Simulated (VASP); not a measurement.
# SnGe2 (Fm-3m) in VASP: a series of runs

The runs below take SnGe2 through single point, with LDA.

Program: VASP 6.6.1. These are calculated values, not measurements. Logs are shortened: lines on timing, memory, paths and dates and some standing lists are left out, and cuts for length are marked.

## (1) The cell of the first run

Symmetry: Fm-3m, No. 225, cubic system. Conventional cell: a = 6.487 Å, b = 6.487 Å, c = 6.487 Å, α = 90.00°, β = 90.00°, γ = 90.00°. Sn (site symmetry m-3m) has 8 Ge at 2.81 Å within 3.7 Å. Ge (site symmetry -43m) has 4 Sn at 2.81 Å and 6 Ge at 3.24 Å within 3.7 Å.

## (2) Single point, LDA

Input file INCAR:

```
SYSTEM = SnGe2
PREC = Accurate
ENCUT = 520
EDIFF = 1E-7
ISMEAR = -1
SIGMA = 0.15
LREAL = .False.
LASPH = .True.
NELM = 60
ALGO = Normal
ISIF = 2
LWAVE = .False.
LCHARG = .True.
LELF = .True.
LVHAR = .True.
NBANDS = 28
```

Input file KPOINTS:

```
Automatic mesh
0
Gamma
  12 12 12
  0 0 0
```

Input file POSCAR:

```
SnGe2
1.0
    0.0000000000      3.2437136767      3.2437136767
    3.2437136767      0.0000000000      3.2437136767
    3.2437136767      3.2437136767      0.0000000000
Sn Ge
1 2
Direct
    0.0000000000      0.0000000000      0.0000000000
    0.7500000000      0.7500000000      0.7500000000
    0.2500000000      0.2500000000      0.2500000000
```

Potentials or basis: VASP PAW LDA potentials, release 64 (Sn_d, Ge_d).

Run with:

```
> cat potpaw_LDA.64/Sn_d/POTCAR potpaw_LDA.64/Ge_d/POTCAR > POTCAR
> mpirun -np 1 vasp_std > vasp.out
```

OUTCAR:

```text
SYSTEM = SnGe2
   PREC = Accurate
   ENCUT = 520
   EDIFF = 1E-7
   ISMEAR = -1
   LREAL = .False.
   LASPH = .True.
   NELM = 60
   ISIF = 2

 ion  position               nearest neighbor table
   1  0.000  0.000  0.000-   2 2.81   2 2.81   2 2.81   3 2.81   3 2.81   3 2.81   3 2.81   2 2.81

   2  0.750  0.750  0.750-   1 2.81   1 2.81   1 2.81   1 2.81
   3  0.250  0.250  0.250-   1 2.81   1 2.81   1 2.81   1 2.81

  LATTYP: Found a face centered cubic cell.
 ALAT       =     6.4874273534

  Lattice vectors:

 A1 = (   0.0000000000,   3.2437136767,   3.2437136767)
 A2 = (   3.2437136767,   0.0000000000,   3.2437136767)
 A3 = (   3.2437136767,   3.2437136767,   0.0000000000)

Analysis of symmetry for initial positions (statically):
=====================================================================
 Subroutine PRICEL returns:
 Original cell was already a primitive cell.

 Routine SETGRP: Setting up the symmetry group for a
 face centered cubic supercell.

 Subroutine GETGRP returns: Found 48 space group operations
 (whereof 48 operations were pure point group operations)
 out of a pool of 48 trial point group operations.

The static configuration has the point symmetry O_h .

Analysis of symmetry for dynamics (positions and initial velocities):
=====================================================================
 Subroutine PRICEL returns:
 Original cell was already a primitive cell.

 Routine SETGRP: Setting up the symmetry group for a
 face centered cubic supercell.

 Subroutine GETGRP returns: Found 48 space group operations
 (whereof 48 operations were pure point group operations)
 out of a pool of 48 trial point group operations.

The dynamic configuration has the point symmetry O_h .

 Subroutine INISYM returns: Found 48 space group operations
 (whereof 48 operations are pure point group operations),
 and found     1 'primitive' translations

----------------------------------------------------------------------------------------

                                     Primitive cell

  volume of cell :      68.2586

  direct lattice vectors                    reciprocal lattice vectors
     0.000000000  3.243713677  3.243713677    -0.154144308  0.154144308  0.154144308
     3.243713677  0.000000000  3.243713677     0.154144308 -0.154144308  0.154144308
     3.243713677  3.243713677  0.000000000     0.154144308  0.154144308 -0.154144308

  length of vectors
     4.587303874  4.587303874  4.587303874     0.266985773  0.266985773  0.266985773

  position of ions in fractional coordinates (direct lattice)
     0.000000000  0.000000000  0.000000000
     0.750000000  0.750000000  0.750000000
     0.250000000  0.250000000  0.250000000

  ion indices of the primitive-cell ions
   primitive index   ion index
                 1           1
                 2           2
                 3           3

----------------------------------------------------------------------------------------

 KPOINTS: Automatic mesh

Automatic generation of k-mesh.
 Grid dimensions read from file:
 generate k-points for:   12   12   12

 Generating k-lattice:

  Cartesian coordinates                     Fractional coordinates (reciprocal lattice)
    -0.012845359  0.012845359  0.012845359     0.083333333  0.000000000  0.000000000
     0.012845359 -0.012845359  0.012845359     0.000000000  0.083333333  0.000000000
     0.012845359  0.012845359 -0.012845359     0.000000000  0.000000000  0.083333333

  Length of vectors
     0.022248814  0.022248814  0.022248814

  Shift w.r.t. Gamma in fractional coordinates (k-lattice)
     0.000000000  0.000000000  0.000000000

 Subroutine IBZKPT returns following result:
 ===========================================

 Found     72 irreducible k-points:

 Following reciprocal coordinates:
            Coordinates               Weight
  0.000000  0.000000  0.000000      1.000000
  0.083333  0.000000  0.000000      8.000000
  0.166667  0.000000  0.000000      8.000000
  0.250000  0.000000  0.000000      8.000000
  0.333333  0.000000  0.000000      8.000000
  0.416667  0.000000  0.000000      8.000000
[... 16 lines left out ...]
  0.500000  0.166667  0.000000     24.000000
 -0.416667  0.166667  0.000000     24.000000
 [... further k-points ...]
   k-points           NKPTS =     72   k-points in BZ     NKDIM =     72   number of bands    NBANDS=     28
   number of dos      NEDOS =    301   number of ions     NIONS =      3
   total plane-waves  NPLWV =  46656
   dimension x,y,z NGX =    36 NGY =   36 NGZ =   36
   dimension x,y,z NGXF=    72 NGYF=   72 NGZF=   72
   ions per type =               1   2
   NGX,Y,Z   is equivalent  to a cutoff of  13.05, 13.05, 13.05 a.u.
   NGXF,Y,Z  is equivalent  to a cutoff of  26.09, 26.09, 26.09 a.u.
 SYSTEM =  SnGe2
   PREC   = accura    normal or accurate (medium, high low for compatibility)
   ISTART =      0    job   : 0-new  1-cont  2-samecut
   ICHARG =      2    charge: 1-file 2-atom 10-const
   ISPIN  =      1    spin polarized calculation?
   LNONCOLLINEAR =      F non collinear calculations
   LSORBIT =      F    spin-orbit coupling
   LASPH  =      T    aspherical Exc in radial PAW
   ENCUT  =  520.0 eV  38.22 Ry    6.18 a.u.   8.53  8.53  8.53*2*pi/ulx,y,z
   NELM   =     60;   NELMIN=  2; NELMDL= -5     # of ELM steps
   EDIFF  = 0.1E-06   stopping-criterion for ELM
   LREAL  =      F    real-space projection
   EDIFFG = 0.1E-05   stopping-criterion for IOM
   NSW    =      0    number of steps for IOM
   IBRION =     -1    ionic relax: 0-MD 1-quasi-New 2-CG
   NFREE  =      0    steps in history (QN), initial steepest desc. (CG)
   ISIF   =      2    stress and relaxation
   ISYM   =      2    0-nonsym 1-usesym 2-fastsym
   POTIM  = 0.5000    time-step for ionic-motion
   TEBEG  =    0.0;   TEEND  =   0.0 temperature during run
   PSTRESS=    0.0 pullay stress
   NELECT =      42.0000    total number of electrons
   NUPDOWN=      -1.0000    fix difference up-down
   EMIN   =  10.00;   EMAX   =-10.00  energy-range for DOS
   EFERMI =   0.00;   METHOD = LEGACY
   ISMEAR =    -1;   SIGMA  =   0.15  broadening in eV -4-tet -1-fermi 0-gaus
   EFERMI_NEDOS =   21; number of points for ismear=-14 and -15
   IALGO  =     38    algorithm
   IMIX   =      4    mixing-type and parameters
     AMIX     =   0.40;   BMIX     =  1.00
     AMIX_MAG =   1.60;   BMIX_MAG =  1.00
  volume/ion in A,a.u.               =      22.75       153.54
  Fermi-wavevector in a.u.,A,eV,Ry     =   1.392426  2.631303 26.379653  1.938850
  Thomas-Fermi vector in A             =   2.516170
   LORBIT       =      0    0 simple, 1 ext, 2 COOP (PROOUT), +10 PAW based schemes
   GGA     = CA    functional components
   LHFCALC =     F    Hartree Fock is set to
   AEXX    =    0.0000 exact exchange contribution
   IVDW    =     0    specifies the selected vdW correction
   LEPSILON=     F    determine dielectric tensor
   LRPA    =     F    only Hartree local field effects (RPA)
 non-spin polarized calculation
  energy-cutoff  :      520.00
  volume of cell :       68.26
 maximum number of plane-waves:      1868
 NGX is ok and might be reduce to    36
   NGX = 17   NGY = 17   NGZ = 17

 number of electron      42.0000012 magnetization

 Free energy of the ion-electron system (eV)
  ---------------------------------------------------
  ext. energy  EPLUGINS =         0.00000000
  ---------------------------------------------------
  free energy    TOTEN  =       -13.75909499 eV

  energy without entropy =      -13.64437286  energy(sigma->0) =      -13.70173393

 E-fermi :   6.6002     XC(G=0): -10.7268

 val. band max:        6.5957925191   @ k =   0.0833   0.0833   0.0000
 cond. band min:       6.6425294794   @ k =  -0.3333   0.1667   0.0000
 fundamental gap:      0.0467369603
 Fermi energy:         6.6001735671

 k-point     1 :       0.0000    0.0000    0.0000
  band No.  band energies     occupation
      1     -18.3170      2.00000
      2     -18.3170      2.00000
      3     -18.3040      2.00000
      4     -18.3040      2.00000
      5     -18.3040      2.00000
      6     -18.2780      2.00000
[... 20 lines left out ...]
     27       9.7977      0.00000
     28      12.5038      0.00000

 k-point     2 :       0.0833    0.0000    0.0000
  band No.  band energies     occupation
      1     -18.3157      2.00000
      2     -18.3157      2.00000
      3     -18.3040      2.00000
      4     -18.3036      2.00000
      5     -18.3036      2.00000
      6     -18.2785      2.00000
[... 20 lines left out ...]
     27       9.7084      0.00000
     28      12.8840      0.00000

 k-point     3 :       0.1667    0.0000    0.0000
  band No.  band energies     occupation
      1     -18.3120      2.00000
      2     -18.3120      2.00000
      3     -18.3038      2.00000
      4     -18.3024      2.00000
      5     -18.3024      2.00000
      6     -18.2797      2.00000
[... 20 lines left out ...]
     27       9.8025      0.00000
     28      13.8072      0.00000

 k-point     4 :       0.2500    0.0000    0.0000
  band No.  band energies     occupation
      1     -18.3061      2.00000
      2     -18.3061      2.00000
      3     -18.3027      2.00000
      4     -18.3003      2.00000
      5     -18.3003      2.00000
      6     -18.2817      2.00000
[... 20 lines left out ...]
     27      11.1368      0.00000
     28      14.9999      0.00000

 k-point     5 :       0.3333    0.0000    0.0000
  band No.  band energies     occupation
      1     -18.3003      2.00000
      2     -18.2988      2.00000
      3     -18.2988      2.00000
      4     -18.2975      2.00000
      5     -18.2975      2.00000
      6     -18.2844      2.00000
[... 20 lines left out ...]
     27      12.9597      0.00000
     28      14.9415      0.00000

 k-point     6 :       0.4167    0.0000    0.0000
  band No.  band energies     occupation
      1     -18.2971      2.00000
      2     -18.2950      2.00000
      3     -18.2950      2.00000
      4     -18.2898      2.00000
      5     -18.2898      2.00000
      6     -18.2872      2.00000
[... 463 lines left out ...]
      5     -18.2923      2.00000
      6     -18.2845      2.00000
[... 20 lines left out ...]
     27      11.9139      0.00000
     28      14.3775      0.00000

 k-point    22 :       0.4167    0.1667    0.0000
  band No.  band energies     occupation
      1     -18.3043      2.00000
      2     -18.3029      2.00000
      3     -18.2952      2.00000
      4     -18.2943      2.00000
      5     -18.2879      2.00000
      6     -18.2865      2.00000
[... 20 lines left out ...]
     27      13.2191      0.00000
     28      14.0901      0.00000

 k-point    23 :       0.5000    0.1667    0.0000
  band No.  band energies     occupation
      1     -18.2998      2.00000
      2     -18.2974      2.00000
      3     -18.2926      2.00000
      4     -18.2925      2.00000
      5     -18.2901      2.00000
      6     -18.2889      2.00000
[... 20 lines left out ...]
     27      13.0628      0.00000
     28      14.9245      0.00000

 k-point    24 :      -0.4167    0.1667    0.0000
  band No.  band energies     occupation
      1     -18.2973      2.00000
      2     -18.2951      2.00000
      3     -18.2932      2.00000
      4     -18.2931      2.00000
      5     -18.2906      2.00000
      6     -18.2882      2.00000
[... 20 lines left out ...]
     27      13.6353      0.00000
     28      14.9794      0.00000

 [... further k-points ...]
[... 5 lines left out ...]
  --------------------------------------------------------------------------------------
  -------------------------------------------------------------------------------------
  Total        1.7306951      1.7306951      1.7306951      0.0000000      0.0000000     -0.0000000
  in kB       40.6231518     40.6231518     40.6231518      0.0000000      0.0000000     -0.0000000
  external PRESSURE =      40.6231518 kB  Pullay stress =       0.0000000 kB

 VOLUME and BASIS-vectors are now :
 -----------------------------------------------------------------------------
  energy-cutoff  :      520.00
  volume of cell :       68.26
      direct lattice vectors                 reciprocal lattice vectors
     0.000000000  3.243713677  3.243713677    -0.154144308  0.154144308  0.154144308
     3.243713677  0.000000000  3.243713677     0.154144308 -0.154144308  0.154144308
     3.243713677  3.243713677  0.000000000     0.154144308  0.154144308 -0.154144308

 POSITION                                       TOTAL-FORCE (eV/Angst)
 -----------------------------------------------------------------------------------
      0.00000      0.00000      0.00000        -0.000000     -0.000000     -0.000000
      4.86557      4.86557      4.86557        -0.000000      0.000000      0.000000
      1.62186      1.62186      1.62186         0.000000      0.000000     -0.000000
 -----------------------------------------------------------------------------------
    total drift:                                0.000000      0.000000      0.000000

  FREE ENERGIE OF THE ION-ELECTRON SYSTEM (eV)
  ---------------------------------------------------
  free  energy   TOTEN  =       -13.7590949897 eV

  energy  without entropy=      -13.6443728630  energy(sigma->0) =      -13.70173393
```

Wall time 44 s (1 thread of Intel Xeon 6975P-C (Granite Rapids), shared host); peak memory 0.25 GiB.

What came out:

- Free energy: -13.7591 eV
- Pressure: 4.1 GPa
- Band gap on the k mesh: zero (band 21 reaches 7.38 eV, above the bottom of band 22 at 5.57 eV)

Levels at points of the mesh, in eV from the Fermi level:
```csv
k point,band 19,band 20,band 21,band 22,band 23,band 24
"(0.00, 0.00, 0.00)",-1.38,-1.38,-1.38,-0.75,-0.75,-0.75
"(0.50, 0.00, 0.00)",-2.66,-2.66,-0.76,-0.55,-0.55,4.40
"(0.50, 0.50, 0.00)",-4.49,-4.49,-0.93,3.70,3.70,4.84
```

Caveat: spin-orbit coupling is left out, which moves the levels of the heavy elements.

## (3) Single point, LDA

This run uses another cell than the first one, of 23.78 Å³/atom, 1.045 times its volume.

Input file INCAR:

```
ALGO = Normal
EDIFF = 1E-6
ENCUT = 520
ISIF = 2
ISMEAR = -1
LASPH = True
LCHARG = False
LREAL = False
LWAVE = False
NBANDS = 28
NELM = 80
PREC = Accurate
SIGMA = 0.15
```

Input file KPOINTS:

```
k-points
0
Gamma
  12 12 12
```

Input file POSCAR:

```
SnGe2
1.0
    0.0000000000      3.2916991427      3.2916991427
    3.2916991427      0.0000000000      3.2916991427
    3.2916991427      3.2916991427      0.0000000000
Sn Ge
1 2
Direct
    0.0000000000      0.0000000000      0.0000000000
    0.7500000000      0.7500000000      0.7500000000
    0.2500000000      0.2500000000      0.2500000000
```

Potentials or basis: VASP PAW LDA potentials, release 64 (Sn_d, Ge_d).

Run with:

```
> cat potpaw_LDA.64/Sn_d/POTCAR potpaw_LDA.64/Ge_d/POTCAR > POTCAR
> mpirun -np 1 vasp_std > vasp.out
```

OUTCAR:

```text
EDIFF = 1E-6
   ENCUT = 520
   ISIF = 2
   ISMEAR = -1
   LASPH = True
   LREAL = False
   NELM = 80
   PREC = Accurate

 ion  position               nearest neighbor table
   1  0.000  0.000  0.000-   2 2.85   2 2.85   2 2.85   2 2.85   3 2.85   3 2.85   3 2.85   3 2.85

   2  0.750  0.750  0.750-   1 2.85   1 2.85   1 2.85   1 2.85
   3  0.250  0.250  0.250-   1 2.85   1 2.85   1 2.85   1 2.85

  LATTYP: Found a face centered cubic cell.
 ALAT       =     6.5833982854

  Lattice vectors:

 A1 = (   0.0000000000,   3.2916991427,   3.2916991427)
 A2 = (   3.2916991427,   0.0000000000,   3.2916991427)
 A3 = (   3.2916991427,   3.2916991427,   0.0000000000)

Analysis of symmetry for initial positions (statically):
=====================================================================
 Subroutine PRICEL returns:
 Original cell was already a primitive cell.

 Routine SETGRP: Setting up the symmetry group for a
 face centered cubic supercell.

 Subroutine GETGRP returns: Found 48 space group operations
 (whereof 48 operations were pure point group operations)
 out of a pool of 48 trial point group operations.

The static configuration has the point symmetry O_h .
[... 156 lines left out ...]
  ext. energy  EPLUGINS =         0.00000000
  ---------------------------------------------------
  free energy    TOTEN  =       -13.80786347 eV

  energy without entropy =      -13.68988624  energy(sigma->0) =      -13.74887485

 E-fermi :   6.1150     XC(G=0): -10.5161

 val. band max:        6.0867228199   @ k =   0.1667   0.1667   0.0000
 cond. band min:       6.1215985400   @ k =   0.3333   0.1667   0.0833
 fundamental gap:      0.0348757201
 Fermi energy:         6.1149767896

 k-point     1 :       0.0000    0.0000    0.0000
  band No.  band energies     occupation
      1     -18.7803      2.00000
      2     -18.7803      2.00000
      3     -18.7694      2.00000
      4     -18.7694      2.00000
      5     -18.7694      2.00000
      6     -18.7471      2.00000
[... 733 lines left out ...]
     27      12.8953      0.00000
     28      14.2002      0.00000

 [... further k-points ...]
[... 5 lines left out ...]
  --------------------------------------------------------------------------------------
  -------------------------------------------------------------------------------------
  Total        0.4299204      0.4299204      0.4299204     -0.0000000      0.0000000      0.0000000
  in kB        9.6562430      9.6562430      9.6562430     -0.0000000      0.0000000      0.0000000
  external PRESSURE =       9.6562430 kB  Pullay stress =       0.0000000 kB

 VOLUME and BASIS-vectors are now :
 -----------------------------------------------------------------------------
  energy-cutoff  :      520.00
  volume of cell :       71.33
      direct lattice vectors                 reciprocal lattice vectors
     0.000000000  3.291699143  3.291699143    -0.151897236  0.151897236  0.151897236
     3.291699143  0.000000000  3.291699143     0.151897236 -0.151897236  0.151897236
     3.291699143  3.291699143  0.000000000     0.151897236  0.151897236 -0.151897236

 POSITION                                       TOTAL-FORCE (eV/Angst)
 -----------------------------------------------------------------------------------
      0.00000      0.00000      0.00000        -0.000000      0.000000      0.000000
      4.93755      4.93755      4.93755        -0.000000     -0.000000     -0.000000
      1.64585      1.64585      1.64585         0.000000      0.000000      0.000000
 -----------------------------------------------------------------------------------
    total drift:                                0.000000      0.000000      0.000000

  FREE ENERGIE OF THE ION-ELECTRON SYSTEM (eV)
  ---------------------------------------------------
  free  energy   TOTEN  =       -13.8078634728 eV

  energy  without entropy=      -13.6898862362  energy(sigma->0) =      -13.74887485
```

It took 41 s on 1 thread of Intel Xeon 6975P-C (Granite Rapids), shared host; peak memory 0.25 GiB.

What came out:

- Free energy: -13.8079 eV
- Pressure: 1.0 GPa
- Band gap on the k mesh: zero (band 21 reaches 6.86 eV, above the bottom of band 22 at 5.15 eV)

Levels at points of the mesh, in eV from the Fermi level:
| k point | band 18 | band 19 | band 20 | band 21 | band 22 | band 23 | band 24 | band 25 |
| --- | --- | --- | --- | --- | --- | --- | --- | --- |
| (0.00, 0.00, 0.00) | -1.72 | -1.29 | -1.29 | -1.29 | -0.69 | -0.69 | -0.69 | 3.18 |
| (0.50, 0.00, 0.00) | -4.74 | -2.52 | -2.52 | -0.78 | -0.48 | -0.48 | 4.14 | 5.31 |
| (0.50, 0.50, 0.00) | -7.26 | -4.27 | -4.27 | -0.86 | 3.55 | 3.55 | 4.64 | 4.71 |

Caveat: spin-orbit coupling is left out, which moves the levels of the heavy elements.
